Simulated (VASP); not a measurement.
Here is a VASP 6.6.1 calculation.

Contents of INCAR:

```
SYSTEM = SnTe
  ALGO = Normal
  EDIFF = 1E-7
  ENCUT = 520
  GGA = PS
  ISIF = 2
  ISMEAR = 0
  LASPH = .True.
  LCHARG = .True.
  LELF = .True.
  LREAL = .False.
  LVHAR = .True.
  LWAVE = .False.
  NBANDS = 17
  NELM = 100
  PREC = Accurate
  SIGMA = 0.01
```

File KPOINTS:

```
k-points
0
Gamma
  10 10 10
  0 0 0
```

File POSCAR:

```
SnTe
1.0
    3.1599565776      3.1599565776      0.0000000000
   -3.1599565776      3.1599565776      0.0000000000
    0.0000000000      3.1599565776      3.1433316762
Sn Te
1 1
Direct
    0.0000000000      0.0000000000      0.0000000000
    0.5000000000      0.5000000000      0.0000000000
```

Potentials or basis: VASP PAW PBE potentials, release 64 (Sn_d, Te).

The run is started by

```sh
$ cat potpaw_PBE.64/Sn_d/POTCAR potpaw_PBE.64/Te/POTCAR > POTCAR
$ mpirun -np 1 vasp_std > vasp.out
```

Task: Predict the band gap on the k mesh.

Result: 0.13 eV.

Task: Predict the pressure.

Result: -0.5 GPa.

Stress tensor (GPa, compression positive):
```
-0.68  0.00  0.00
 0.00 -0.68  0.00
 0.00  0.00  0.00
```

Caveat: the cell differs from its parent crystal (in-plane strain +0.005, then relaxed in part); the PAW data sets were made with another functional, which shifts forces and pressure a little; spin-orbit coupling is left out, which moves the levels of the heavy elements. A k mesh can miss the band edges.
